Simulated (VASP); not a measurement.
Write the native input for VASP 6.6.1 that does the following.

| Quantity | Value |
| --- | --- |
| Task | single point |
| Functional | r2SCAN |
| Potentials or basis | VASP PAW PBE potentials, release 64 (Si, O) |
| Cutoff | 520 eV |
| k mesh | 6 × 6 × 10 |
| Occupations | gaussian, width 0.01 eV |
| Spin | no spin polarisation |
| Dipole correction | no |
| Further INCAR settings | ALGO = Normal; EDIFF = 1e-06; NBANDS = 25 |

The system is SiO2.

```xyz
6
Lattice="4.3107 0.0000 0.0000 0.0000 4.3107 0.0000 0.0000 0.0000 2.7489" Properties=species:S:1:pos:R:3 pbc="T T T"
Si    0.0000    0.0000    0.0000
Si    2.1554    2.1554    1.3745
O     1.3345    1.3345    0.0000
O     0.8209    3.4899    1.3745
O     3.4899    0.8209    1.3745
O     2.9763    2.9763    0.0000
```

This cell differs from its parent crystal: strain +3.0%.

These files were run (other wordings do the same):

POSCAR

```
SiO2
1.0
    4.3107444626      0.0000000000      0.0000000000
    0.0000000000      4.3107444626      0.0000000000
    0.0000000000      0.0000000000      2.7489050877
Si O
2 4
Direct
    0.0000000000      0.0000000000      0.0000000000
    0.5000000000      0.5000000000      0.5000000000
    0.3095729617      0.3095729617      0.0000000000
    0.1904270383      0.8095729617      0.5000000000
    0.8095729617      0.1904270383      0.5000000000
    0.6904270383      0.6904270383      0.0000000000
```

INCAR.step1

```
PREC = Accurate ; ENCUT = 520
ISMEAR = 0 ; SIGMA = 0.01
LREAL = F ; LASPH = T
NELM = 60 ; NBANDS = 25
GGA = PE ; ALGO = Normal
EDIFF = 1E-4 ; LWAVE = T
LCHARG = F
```

INCAR.step2

```
PREC = Accurate ; ENCUT = 520
EDIFF = 1E-6 ; ISMEAR = 0
SIGMA = 0.01 ; LREAL = F
LASPH = T ; NELM = 60
ALGO = Normal ; ISIF = 2
LWAVE = F ; LCHARG = F
METAGGA = R2SCAN ; LMIXTAU = T
NBANDS = 25 ; ISTART = 1
```

KPOINTS

```
regular mesh
0
Gamma
  6 6 10
```

Potentials or basis: VASP PAW PBE potentials, release 64 (Si, O).

The run is started by

```bash
$ cat potpaw_PBE.64/Si/POTCAR potpaw_PBE.64/O/POTCAR > POTCAR
$ cp INCAR.step1 INCAR
$ mpirun -np 1 vasp_std > vasp.out
$ cp INCAR.step2 INCAR
$ mpirun -np 1 vasp_std > vasp.out
```

It gave:

```json
{"Pressure": "-22.9 GPa", "Largest force": "0.015 eV/Å", "Band gap on the k mesh": "5.06 eV"}
```

Caveat: the cell differs from its parent crystal (strain +3.0%); the cell stands under tension; the PAW data sets were made with another functional, which shifts forces and pressure a little.

Wall time 76 s on 1 thread of Intel(R) Xeon(R) 6975P-C (Granite Rapids), on a shared host, peak memory 0.19 GiB.
